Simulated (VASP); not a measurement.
# AlNi (Pm-3m) in VASP: a series of runs, part 2 of 2

VASP 6.6.1. Earlier steps stand in the parts before.

### 3 Single point, LDA (10.34 Å³/atom)

This run uses another cell than the first one, of 10.34 Å³/atom.

Contents of INCAR:

```
SYSTEM = AlNi
PREC = Accurate
ENCUT = 600
EDIFF = 1E-6
ISMEAR = 0
SIGMA = 0.1
LREAL = .False.
LASPH = .True.
NELM = 120
ALGO = Normal
ISIF = 2
LWAVE = .False.
LCHARG = .False.
GGA = CA
NBANDS = 14
GGA_COMPAT = .False.
```

Contents of KPOINTS:

```
Automatic mesh
0
Gamma
  14 14 14
  0 0 0
```

Contents of POSCAR:

```
AlNi
1.0
    2.7447053437      0.0000000000      0.0000000000
    0.0000000000      2.7447053437      0.0000000000
    0.0000000000      0.0000000000      2.7447053437
Al Ni
1 1
Direct
    0.5000000000      0.5000000000      0.5000000000
    0.0000000000      0.0000000000      0.0000000000
```

Potentials or basis: VASP PAW LDA potentials, release 64 (Al, Ni).

Started as:

```console
$ cat potpaw_LDA.64/Al/POTCAR potpaw_LDA.64/Ni/POTCAR > POTCAR
$ mpirun -np 1 vasp_std > vasp.out
```

Wall time 33 s (1 thread of Intel Xeon 8259CL, shared host); peak memory 0.16 GiB.

The run converged. Its results:

- Free energy: -12.0649 eV
- Pressure: 22.0 GPa
- Band gap on the k mesh: zero (an odd number of electrons rules out a gap without spin polarisation)

Levels at points of the mesh, in eV from the Fermi level:
| k point | band 5 | band 6 | band 7 | band 8 | band 9 | band 10 |
| --- | --- | --- | --- | --- | --- | --- |
| (0.00, 0.00, 0.00) | -1.87 | -1.87 | 6.15 | 6.15 | 6.15 | 8.72 |
| (0.50, 0.00, 0.00) | -2.72 | -1.76 | -0.73 | 8.52 | 10.74 | 10.74 |
| (0.50, 0.50, 0.00) | -2.54 | -2.54 | -1.22 | 1.77 | 3.25 | 13.85 |
| (0.50, 0.50, 0.50) | -1.18 | 1.92 | 1.92 | 1.92 | 4.99 | 5.19 |

Caveat: the cell stands under pressure. Spin polarisation is off, so any magnetic state and its effect on volume and gap are missing.

### 4 Single point, LDA (10.68 Å³/atom)

This run uses another cell than the first one, of 10.68 Å³/atom.

Contents of INCAR:

```
  PREC = Accurate
  ENCUT = 600
  EDIFF = 1E-6
  ISMEAR = 0
  SIGMA = 0.1
  LREAL = F
  LASPH = T
  NELM = 120
  ALGO = Normal
  ISIF = 2
  LWAVE = F
  LCHARG = F
  GGA = CA
  NBANDS = 14
  GGA_COMPAT = F
```

Contents of KPOINTS:

```
regular mesh
0
Gamma
  14 14 14
```

Contents of POSCAR:

```
AlNi
1.0
    2.7745414349      0.0000000000      0.0000000000
    0.0000000000      2.7745414349      0.0000000000
    0.0000000000      0.0000000000      2.7745414349
Al Ni
1 1
Direct
    0.5000000000      0.5000000000      0.5000000000
    0.0000000000      0.0000000000      0.0000000000
```

Potentials or basis: VASP PAW LDA potentials, release 64 (Al, Ni).

Started as:

```console
$ cat potpaw_LDA.64/Al/POTCAR potpaw_LDA.64/Ni/POTCAR > POTCAR
$ mpirun -np 1 vasp_std > vasp.out
```

OUTCAR:

```text
PREC = Accurate
   ENCUT = 600
   EDIFF = 1E-6
   ISMEAR = 0
   LREAL = F
   LASPH = T
   NELM = 120
   ISIF = 2
   GGA = CA

 ion  position               nearest neighbor table
   1  0.500  0.500  0.500-   2 2.40   2 2.40   2 2.40   2 2.40   2 2.40   2 2.40   2 2.40   2 2.40

   2  0.000  0.000  0.000-   1 2.40   1 2.40   1 2.40   1 2.40   1 2.40   1 2.40   1 2.40   1 2.40

  LATTYP: Found a simple cubic cell.
 ALAT       =     2.7745414349

  Lattice vectors:

[... 586 lines left out ...]
      8      15.4747      0.00000
      9      19.6520      0.00000
     10      21.2171      0.00000
     11      23.7880      0.00000
     12      26.1748      0.00000
     13      28.5509      0.00000
     14      30.1824      0.00000

 [... further k-points ...]
[... 5 lines left out ...]
  --------------------------------------------------------------------------------------
  -------------------------------------------------------------------------------------
  Total        1.8119606      1.8119606      1.8119606      0.0000000     -0.0000000      0.0000000
  in kB      135.9207280    135.9207280    135.9207280      0.0000000     -0.0000000      0.0000000
  external PRESSURE =     135.9207280 kB  Pullay stress =       0.0000000 kB

 VOLUME and BASIS-vectors are now :
 -----------------------------------------------------------------------------
  energy-cutoff  :      600.00
  volume of cell :       21.36
      direct lattice vectors                 reciprocal lattice vectors
     2.774541435  0.000000000  0.000000000     0.360419919  0.000000000  0.000000000
     0.000000000  2.774541435  0.000000000     0.000000000  0.360419919  0.000000000
     0.000000000  0.000000000  2.774541435     0.000000000  0.000000000  0.360419919

 POSITION                                       TOTAL-FORCE (eV/Angst)
 -----------------------------------------------------------------------------------
      1.38727      1.38727      1.38727         0.000000      0.000000      0.000000
      0.00000      0.00000      0.00000         0.000000      0.000000      0.000000
 -----------------------------------------------------------------------------------
    total drift:                               -0.000000      0.000000      0.000000

  FREE ENERGIE OF THE ION-ELECTRON SYSTEM (eV)
  ---------------------------------------------------
  free  energy   TOTEN  =       -12.1402697131 eV

  energy  without entropy=      -12.1355010831  energy(sigma->0) =      -12.13788540
```

OSZICAR:

```text
N       E                     dE             d eps       ncg     rms          rms(c)
DAV:   1     0.461854115886E+02    0.46185E+02   -0.61275E+03  3408   0.114E+03
DAV:   2    -0.115014198097E+02   -0.57687E+02   -0.52235E+02  3618   0.203E+02
DAV:   3    -0.136235633117E+02   -0.21221E+01   -0.20938E+01  4176   0.421E+01
DAV:   4    -0.136497273849E+02   -0.26164E-01   -0.26153E-01  4080   0.417E+00
DAV:   5    -0.136503904564E+02   -0.66307E-03   -0.66305E-03  4252   0.722E-01    0.126E+01
DAV:   6    -0.148680611949E+02   -0.12177E+01   -0.38889E+01  3960   0.935E+01    0.136E+01
DAV:   7    -0.121740662671E+02    0.26940E+01   -0.11956E+01  4002   0.559E+01    0.113E+00
DAV:   8    -0.121568251888E+02    0.17241E-01   -0.17069E-01  4168   0.419E+00    0.106E+00
DAV:   9    -0.121404933712E+02    0.16332E-01   -0.40662E-02  4336   0.277E+00    0.168E-01
DAV:  10    -0.121402689320E+02    0.22444E-03   -0.77075E-04  4238   0.373E-01    0.899E-02
DAV:  11    -0.121402705965E+02   -0.16645E-05   -0.27872E-05  4982   0.524E-02    0.153E-02
DAV:  12    -0.121402697131E+02    0.88337E-06   -0.28431E-06  3560   0.243E-02
   1 F= -.12140270E+02 E0= -.12137885E+02  d E =-.476863E-02
```

Run time: 34 s. Hardware: 1 thread of Intel Xeon 8259CL, shared host; peak memory 0.16 GiB.

What came out:

```
Free energy            : -12.1403 eV
Pressure               : 13.6 GPa
Band gap on the k mesh : zero (an odd number of electrons rules out a gap without spin polarisation)
```

Levels at points of the mesh, in eV from the Fermi level:
| k point | band 5 | band 6 | band 7 | band 8 | band 9 | band 10 |
| --- | --- | --- | --- | --- | --- | --- |
| (0.00, 0.00, 0.00) | -1.79 | -1.79 | 5.99 | 5.99 | 5.99 | 8.62 |
| (0.50, 0.00, 0.00) | -2.61 | -1.68 | -0.70 | 8.50 | 10.57 | 10.57 |
| (0.50, 0.50, 0.00) | -2.43 | -2.43 | -1.17 | 1.70 | 3.07 | 13.46 |
| (0.50, 0.50, 0.50) | -1.13 | 1.96 | 1.96 | 1.96 | 4.67 | 5.03 |

Caveat: the cell stands under pressure. Spin polarisation is off, so any magnetic state and its effect on volume and gap are missing.

### 5 Single point, LDA (11.02 Å³/atom)

This run uses another cell than the first one, of 11.02 Å³/atom.

Contents of INCAR:

```
SYSTEM = AlNi
PREC = Accurate ; ENCUT = 600
EDIFF = 1E-6 ; ISMEAR = 0
SIGMA = 0.1 ; LREAL = .False.
LASPH = .True. ; NELM = 120
ALGO = Normal ; ISIF = 2
LWAVE = .False. ; LCHARG = .False.
NBANDS = 14 ; GGA_COMPAT = .False.
```

Contents of KPOINTS:

```
Automatic mesh
0
Gamma
  14 14 14
  0 0 0
```

Contents of POSCAR:

```
AlNi
1.0
    2.8037492806      0.0000000000      0.0000000000
    0.0000000000      2.8037492806      0.0000000000
    0.0000000000      0.0000000000      2.8037492806
Al Ni
1 1
Direct
    0.5000000000      0.5000000000      0.5000000000
    0.0000000000      0.0000000000      0.0000000000
```

Potentials or basis: VASP PAW LDA potentials, release 64 (Al, Ni).

Started as:

```console
$ cat potpaw_LDA.64/Al/POTCAR potpaw_LDA.64/Ni/POTCAR > POTCAR
$ mpirun -np 1 vasp_std > vasp.out
```

OUTCAR:

```text
SYSTEM = AlNi
   PREC = Accurate
   ENCUT = 600
   EDIFF = 1E-6
   ISMEAR = 0
   LREAL = .False.
   LASPH = .True.
   NELM = 120
   ISIF = 2

 ion  position               nearest neighbor table
   1  0.500  0.500  0.500-   2 2.43   2 2.43   2 2.43   2 2.43   2 2.43   2 2.43   2 2.43   2 2.43

   2  0.000  0.000  0.000-   1 2.43   1 2.43   1 2.43   1 2.43   1 2.43   1 2.43   1 2.43   1 2.43

  LATTYP: Found a simple cubic cell.
 ALAT       =     2.8037492806

  Lattice vectors:

 A1 = (   2.8037492806,   0.0000000000,   0.0000000000)
 A2 = (   0.0000000000,   2.8037492806,   0.0000000000)
 A3 = (   0.0000000000,   0.0000000000,   2.8037492806)

Analysis of symmetry for initial positions (statically):
=====================================================================
 Subroutine PRICEL returns:
 Original cell was already a primitive cell.

 Routine SETGRP: Setting up the symmetry group for a
 simple cubic supercell.

 Subroutine GETGRP returns: Found 48 space group operations
 (whereof 48 operations were pure point group operations)
 out of a pool of 48 trial point group operations.

The static configuration has the point symmetry O_h .

Analysis of symmetry for dynamics (positions and initial velocities):
[... 172 lines left out ...]
      4       9.1269      2.00000
      5       9.1269      2.00000
      6       9.1269      2.00000
      7      16.6933      0.00000
      8      16.6933      0.00000
      9      16.6933      0.00000
     10      19.3561      0.00000
     11      19.3561      0.00000
     12      25.9489      0.00000
     13      32.6334      0.00000
     14      32.6334      0.00000
[... 377 lines left out ...]
      1       2.3712      2.00000
      2       6.2815      2.00000
      3       7.6637      2.00000
      4       8.2603      2.00000
      5       8.5352      2.00000
      6       8.9102      2.00000
      7      10.7735      1.66565
      8      14.9036      0.00000
      9      19.0646      0.00000
     10      20.5362      0.00000
     11      23.0678      0.00000
     12      25.4099      0.00000
     13      27.7786      0.00000
     14      29.3554      0.00000

 [... further k-points ...]
[... 5 lines left out ...]
  --------------------------------------------------------------------------------------
  -------------------------------------------------------------------------------------
  Total        0.8892813      0.8892813      0.8892813     -0.0000000     -0.0000000      0.0000000
  in kB       64.6445944     64.6445944     64.6445944     -0.0000000     -0.0000000      0.0000000
  external PRESSURE =      64.6445944 kB  Pullay stress =       0.0000000 kB

 VOLUME and BASIS-vectors are now :
 -----------------------------------------------------------------------------
  energy-cutoff  :      600.00
  volume of cell :       22.04
      direct lattice vectors                 reciprocal lattice vectors
     2.803749281  0.000000000  0.000000000     0.356665272  0.000000000  0.000000000
     0.000000000  2.803749281  0.000000000     0.000000000  0.356665272  0.000000000
     0.000000000  0.000000000  2.803749281     0.000000000  0.000000000  0.356665272

 POSITION                                       TOTAL-FORCE (eV/Angst)
 -----------------------------------------------------------------------------------
      1.40187      1.40187      1.40187         0.000000      0.000000      0.000000
      0.00000      0.00000      0.00000         0.000000      0.000000      0.000000
 -----------------------------------------------------------------------------------
    total drift:                                0.000000      0.000000      0.000000

  FREE ENERGIE OF THE ION-ELECTRON SYSTEM (eV)
  ---------------------------------------------------
  free  energy   TOTEN  =       -12.1826221915 eV

  energy  without entropy=      -12.1777721062  energy(sigma->0) =      -12.18019715
```

Run time: 34 s. Hardware: 1 thread of Intel Xeon 8259CL, shared host; peak memory 0.16 GiB.

Results:

```yaml
Free_energy: -12.1826 eV
Pressure: 6.5 GPa
Band_gap_on_the_k_mesh: zero (an odd number of electrons rules out a gap without spin polarisation)
```

Caveat: the cell stands under pressure. Spin polarisation is off, so any magnetic state and its effect on volume and gap are missing.

### 6 The runs side by side

```csv
spin,cell,k mesh,gap on the mesh (eV),pressure (GPa)
"collinear, ferromagnetic start","a = 2.860 Å, 2 atoms",6 × 6 × 6,none,-4.2
off,"a = 2.745 Å, 2 atoms",14 × 14 × 14,none,22.0
off,"a = 2.775 Å, 2 atoms",14 × 14 × 14,none,13.6
off,"a = 2.804 Å, 2 atoms",14 × 14 × 14,none,6.5
```

Alike in all rows: task single point; level LDA; potentials or basis VASP PAW LDA potentials, release 64 (Al, Ni); cutoff (eV) 600; smearing gaussian 0.1 eV.

Caveats: some runs use coarse meshes; the cell stands under pressure (at least some runs); the moments typed at the start vanished in this run (at least some runs).

Absolute energies hang on the potentials; compare differences alone.
